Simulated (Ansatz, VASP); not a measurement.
# Two plane-wave programs on MgO

Contents of INCAR:

```
PREC = Accurate
ENCUT = 520
EDIFF = 1E-7
ISMEAR = 0
SIGMA = 0.1
LREAL = F
LASPH = T
NELM = 60
ALGO = Normal
ISIF = 2
LWAVE = F
LCHARG = F
GGA = PE
NBANDS = 26
```

File KPOINTS:

```
Automatic mesh
0
Gamma
  4 4 2
```

The input POSCAR:

```
MgO
1.0
   -3.5207161421      0.0000000000      0.0000000000
    0.0000000000      0.0000000000     -4.2374418908
   -0.0000000001     -6.0980592371      0.0000000000
Mg O
4 4
Direct
    0.5000000000      0.2500000000      0.8333333333
    0.0000000000      0.2500000000      0.3333333333
    0.0000000000      0.7500000000      0.6666666667
    0.5000000000      0.7500000000      0.1666666667
    0.5000000000      0.7500000000      0.8333333333
    0.0000000000      0.7500000000      0.3333333333
    0.0000000000      0.2500000000      0.6666666667
    0.5000000000      0.2500000000      0.1666666667
```

Input for Ansatz:

```yaml
crystal:
  lattice:
    - [-3.5207161421, 0.0, 0.0]
    - [0.0, 0.0, -4.2374418908]
    - [-1.0e-10, -6.0980592371, 0.0]
  atoms:
    - { symbol: Mg, position: [0.5, 0.25, 0.8333333333] }
    - { symbol: Mg, position: [0.0, 0.25, 0.3333333333] }
    - { symbol: Mg, position: [0.0, 0.75, 0.6666666667] }
    - { symbol: Mg, position: [0.5, 0.75, 0.1666666667] }
    - { symbol: O, position: [0.5, 0.75, 0.8333333333] }
    - { symbol: O, position: [0.0, 0.75, 0.3333333333] }
    - { symbol: O, position: [0.0, 0.25, 0.6666666667] }
    - { symbol: O, position: [0.5, 0.25, 0.1666666667] }
basis:
  ecutwfc: 420
kpoints:
  mp_grid: { grid: [4, 4, 2] }
hamiltonian:
  xc: pbe
scf:
  occupations: { method: gaussian, width: 0.1 }
  lower_state_search: "off"
output:
  forces: true
  stress: true
  eigenvalues: true
```

Alike in both runs: task single point; functional PBE; k mesh 4 × 4 × 2; occupations gaussian, width 0.1 eV; no spin polarisation.

|  | VASP | Ansatz |
| --- | --- | --- |
| version | VASP 6.6.1 | Ansatz 0.2.0 |
| potentials or method | VASP PAW PBE potentials, release 64 (Mg, O), cutoff 520 eV | scalar-relativistic, plane waves, PAW |
| valence electrons in the cell | 32 | 64 |

|  | VASP | Ansatz | Ansatz less VASP |
| --- | --- | --- | --- |
| gap on the k mesh at the Fermi level (eV) | 3.26 | 3.28 | +0.017 |
| least direct gap on the mesh (eV) | 3.26 | 3.28 | +0.017 |
| pressure (GPa) | -0.5 | 0.0 | +0.50 |
| traceless stress, the component that is largest in VASP (GPa) | -0.08 | 0.02 | +0.102 |

The functional is the same, so the differences come from potentials, cutoffs and numerics. VASP's potentials hold 32 valence electrons a cell and Ansatz's 64, so a difference there can come from the potentials and not from the codes.

The k mesh is coarse, so the values compare programs but aren't converged.
